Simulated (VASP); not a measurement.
Write the native input for VASP 6.6.1 that does the following.

* Task: relaxation of cell and atoms
* Functional: BLYP
* Potentials or basis: VASP PAW PBE potentials, release 64 (Ba_sv)
* Cutoff: 600 eV
* k mesh: 6 × 6 × 6
* Occupations: fermi-dirac, width 0.1 eV
* Spin: no spin polarisation
* Dipole correction: no
* Further INCAR settings: ALGO = Normal; EDIFF = 1e-06; IBRION = 2; EDIFFG = -0.01; NSW = 80; ISIF = 3

The structure of Ba lies in POSCAR:

```
Ba
1.0
    0.0000000000      4.3860266073      4.3860266073
    4.3860266073      0.0000000000      4.3860266073
    4.3860266073      4.3860266073      0.0000000000
Ba
2
Direct
    0.1250000000      0.1250000000      0.1250000000
    0.8750000000      0.8750000000      0.8750000000
```

One way to write it, as run:

INCAR

```
AGGAC = 1.0 ; AGGAX = 1.0
ALDAC = 0.0 ; ALDAX = 1.0
ALGO = Normal ; EDIFF = 1E-6
EDIFFG = -0.01 ; ENCUT = 600
GGA = B5 ; IBRION = 2
ISIF = 3 ; ISMEAR = -1
LASPH = T ; LCHARG = F
LREAL = F ; LWAVE = F
NELM = 60 ; NSW = 80
PREC = Accurate ; SIGMA = 0.1
```

KPOINTS

```
k-points
0
Gamma
  6 6 6
```

Potentials or basis: VASP PAW PBE potentials, release 64 (Ba_sv).

Launch:

```console
$ cat potpaw_PBE.64/Ba_sv/POTCAR > POTCAR
$ mpirun -np 1 vasp_std > vasp.out
```

It gave:

```yaml
Relaxed_volume: 161.01 Å³/atom
Relaxed_cell: a = 7.694 Å, b = 7.694 Å, c = 7.694 Å, α = 60.00°, β = 60.00°, γ = 60.00°
Space_group_after_relaxing_to_0.05_Å: Fd-3m (No. 227)
Energy_gained_by_relaxing: 122.6 meV/atom
Ionic_steps: 7
Pressure_after_relaxing: 0.0 GPa
Band_gap_on_the_k_mesh: zero (band 10 reaches 0.18 eV, above the bottom of band 11 at -0.01 eV)
```

Caveat: the volume moved by over 15 % at a fixed basis, so the end points are rough; the PAW data sets were made with another functional, which shifts forces and pressure a little; spin-orbit coupling is left out, which moves the levels of the heavy elements.

Run time: 13 min on 1 thread of Intel(R) Xeon(R) Platinum 8488C (Sapphire Rapids) (shared host), peak memory 0.37 GiB.
